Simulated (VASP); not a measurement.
Here is a VASP 6.6.1 calculation.

Contents of INCAR:

```
ALGO = Normal
EDIFF = 1E-7
ENCUT = 520
GGA = PE
ISIF = 2
ISMEAR = 0
LASPH = True
LCHARG = False
LREAL = Auto
LWAVE = False
NBANDS = 56
NELM = 60
PREC = Accurate
SIGMA = 0.02
```

KPOINTS

```
Automatic mesh
0
Gamma
  2 2 2
  0.5 0.5 0.5
```

File POSCAR:

```
Li17H16
1.0
    4.0071000521     -4.0071000521     -4.0071000521
   -4.0071000521     -4.0071000521      4.0071000521
   -4.0071000521      4.0071000521     -4.0071000521
Li H
17 16
Direct
    0.2576290800      0.7445914655     -0.0000112301
    0.2557887217      0.9999837658      0.7442868811
    0.2442051577      0.2385550617      0.4941866872
    0.0055003618      0.7612743531      0.2555062231
    0.2423570631      0.4923226209      0.2370050629
    1.0641532391      1.0000001118      1.0039632022
    0.0051987721      0.2552814970      0.7628640314
    0.7498749622      0.7447268501      0.5075114106
   -0.0130579470      0.4924032279      0.4923991102
    0.7537757882      1.0002482962      0.3133398177
    0.7461364730      0.3096227905     -0.0035489506
    0.4359706464      0.6899494557      0.6860498775
    0.7500902051      0.5076338184      0.7448279207
    0.4945021273      1.0000029817      0.5057883441
    0.5130504538      0.2554783975      0.2554922479
    0.4947350888      0.5076746209      0.0000424247
    0.7501658209      0.9994047935      0.9993043468
    0.2404704119      0.4904751502      0.7425040456
    0.2392610585      0.7424387865      0.4892551907
    0.2607782402     -0.0000083602      0.2531718666
    0.0017409099      0.5093006098     -0.0000258292
    0.2595542878      0.2520081822      0.0000274513
    0.0076363204      0.7480852639      0.7481654965
    0.0030026702     -0.0000111053      0.5104166288
    0.7500346787      0.5094125361      0.2521045112
   -0.0019570263      0.2459459427      0.2480791563
    0.7521488011      0.7534187968      0.0020563500
    0.7477985229     -0.0001011954      0.7511501986
    0.4923385926      0.4905673615      0.4904917458
    0.7499653018      0.2520418724      0.5093533911
    0.4981693679      0.7481646230      0.2574824653
    0.5021687689      0.0000281999     -0.0021256020
    0.4969278216      0.2574072238      0.7469157149
```

Potentials or basis: VASP PAW PBE potentials, release 64 (Li_sv, H).

The run is started by

```console
$ cat potpaw_PBE.64/Li_sv/POTCAR potpaw_PBE.64/H/POTCAR > POTCAR
$ mpirun -np 1 vasp_std > vasp.out
```

Question: Predict the largest force.

Answer: 0.041 eV/Å.

Question: What does it give for the band gap on the k mesh?

Answer: Zero (an odd number of electrons rules out a gap without spin polarisation).

Forces in eV/Å, atoms in the order of the input:
```
Li   0.006 -0.010 -0.012
Li   0.013 -0.013 -0.015
Li   0.009  0.012  0.015
Li  -0.011 -0.009  0.014
Li   0.002  0.010  0.012
Li   0.026 -0.028  0.011
Li  -0.002  0.009 -0.009
Li  -0.010  0.002 -0.009
Li   0.007  0.002  0.008
Li  -0.025  0.027  0.005
Li  -0.028 -0.027 -0.006
Li   0.026  0.030 -0.009
Li  -0.010  0.000  0.011
Li  -0.009  0.009 -0.014
Li   0.009 -0.006 -0.011
Li  -0.001 -0.007  0.008
Li  -0.004 -0.002 -0.004
H   -0.008 -0.009  0.001
H    0.004  0.004  0.007
H    0.004 -0.004 -0.007
H    0.009  0.006 -0.001
H   -0.008  0.009  0.000
H   -0.008  0.007  0.000
H   -0.004  0.004 -0.009
H    0.007  0.008  0.002
H   -0.007 -0.009  0.000
H    0.008  0.007  0.001
H    0.008 -0.008 -0.002
H   -0.007 -0.008  0.000
H    0.007 -0.008 -0.001
H    0.009 -0.006  0.001
H   -0.009  0.011  0.002
H   -0.005 -0.004  0.008
```

Caveat: the k points lie up to 0.55 Å⁻¹ apart, too coarse for converged energies and pressures of a metal; an odd number of electrons without spin polarisation forces a metal; a magnetic or distorted state may lie lower.
